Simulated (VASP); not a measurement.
Set up this calculation in VASP 6.6.1, as the native input.

| Property | Result |
| --- | --- |
| Task | relaxation of the atoms |
| Functional | PBE |
| Potentials or basis | VASP PAW PBE potentials, release 64 (Cd, S) |
| Cutoff | 520 eV |
| k mesh | 8 × 8 × 5 |
| Occupations | gaussian, width 0.05 eV |
| Spin | no spin polarisation |
| Dipole correction | no |
| Further INCAR settings | ALGO = Normal; EDIFF = 1e-06; IBRION = 2; EDIFFG = -0.003; NSW = 80 |

The structure of CdS lies in POSCAR:

```
CdS
1.0
    4.1608160000      0.0000000000      0.0000000000
   -2.0804080000      3.6033723600      0.0000000000
    0.0000000000      0.0000000000      6.7130000000
Cd S
2 2
Direct
    0.3333333333      0.6666666667      0.0000000000
    0.6666666667      0.3333333333      0.5000000000
    0.3333333333      0.6666666667      0.3770000000
    0.6666666667      0.3333333333      0.8770000000
```

The input as run:

INCAR

```
  PREC = Accurate
  ENCUT = 520
  EDIFF = 1E-6
  ISMEAR = 0
  SIGMA = 0.05
  LREAL = False
  LASPH = True
  NELM = 60
  ALGO = Normal
  ISIF = 2
  LWAVE = False
  LCHARG = False
  GGA = PE
  IBRION = 2
  NSW = 80
  EDIFFG = -0.003
  LUSENCCL = False
```

KPOINTS

```
Automatic mesh
0
Gamma
  8 8 5
```

Potentials or basis: VASP PAW PBE potentials, release 64 (Cd, S).

Launch:

```bash
$ cat potpaw_PBE.64/Cd/POTCAR potpaw_PBE.64/S/POTCAR > POTCAR
$ mpirun -np 1 vasp_std > vasp.out
```

Results of the run:

```yaml
Energy_gained_by_relaxing: 0.1 meV/atom
Ionic_steps: 3
Pressure_after_relaxing: 2.3 GPa
Band_gap_on_the_k_mesh: 1.21 eV, direct
```

It took 66 s on 1 × NVIDIA H100 80GB with 1 thread of AMD EPYC 7R13 Processor (Zen 3) (shared host), peak memory 1.3 GiB.
